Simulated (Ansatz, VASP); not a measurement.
Two plane-wave programs on AlNi

INCAR

```
SYSTEM = AlNi
  PREC = Accurate
  ENCUT = 520
  EDIFF = 1E-6
  ISMEAR = -1
  SIGMA = 0.05
  LREAL = .False.
  LASPH = .True.
  NELM = 150
  ALGO = Normal
  ISIF = 2
  LWAVE = .False.
  LCHARG = .False.
  ISPIN = 2
  MAGMOM = 0.8 0
  LORBIT = 11
  NUPDOWN = 0.8
  LMAXMIX = 4
  GGA = PE
  NBANDS = 18
```

The input KPOINTS:

```
regular mesh
0
Gamma
  8 8 8
  0 0 0
```

File POSCAR:

```
AlNi
1.0
    2.8810000000      0.0000000000      0.0000000000
    0.0000000000      2.8810000000      0.0000000000
    0.0000000000      0.0000000000      2.8810000000
Ni Al
1 1
Direct
    0.5000000000      0.5000000000      0.5000000000
    0.0000000000      0.0000000000      0.0000000000
```

Contents of input.yaml:

```yaml
crystal:
  lattice:
    - [2.881, 0.0, 0.0]
    - [0.0, 2.881, 0.0]
    - [0.0, 0.0, 2.881]
  atoms:
    - { symbol: Ni, position: [0.5, 0.5, 0.5], spin: 0.8 }
    - { symbol: Al, position: [0.0, 0.0, 0.0] }
hamiltonian:
  xc: pbe
  pseudopotentials: { kind: paw }
magnetization:
  spin_polarized: true
  initial_magnetization: 0.8
  spin_locking: { lock_magnetization: hard }
kpoints:
  mp_grid: { grid: [8, 8, 8] }
scf:
  occupations: { method: fermi_dirac, width: 0.05 }
  lower_state_search: "off"
output:
  forces: true
  stress: true
  eigenvalues: true
```

Alike in both runs: task single point; functional PBE; k mesh 8 × 8 × 8; occupations fermi-dirac, width 0.05 eV; collinear spin; fixed moment 0.8 μB.

|  | VASP | Ansatz |
| --- | --- | --- |
| version | VASP 6.6.1 | Ansatz 0.2.0 |
| potentials or method | VASP PAW PBE potentials, release 64 (Ni, Al) | Ansatz PAW |
| plane-wave cutoff (eV) | 520 | 420 |
| valence electrons in the cell | 13 | 21 |

|  | VASP | Ansatz | Ansatz less VASP |
| --- | --- | --- | --- |
| pressure (GPa) | 4.4 | 4.4 | 0.00 |
| net moment per atom (μB) | 0.40 | 0.40 | 0.000 |
| size of the moment on the site where the two differ most (μB) | 0.05 | 0.08 | +0.026 |

Site moments also hang on the region over which each program counts them. With one functional, cell and mesh, what is left measures potentials, basis and numerics. VASP's potentials hold 13 valence electrons a cell and Ansatz's 21, so a difference there can come from the potentials and not from the codes.
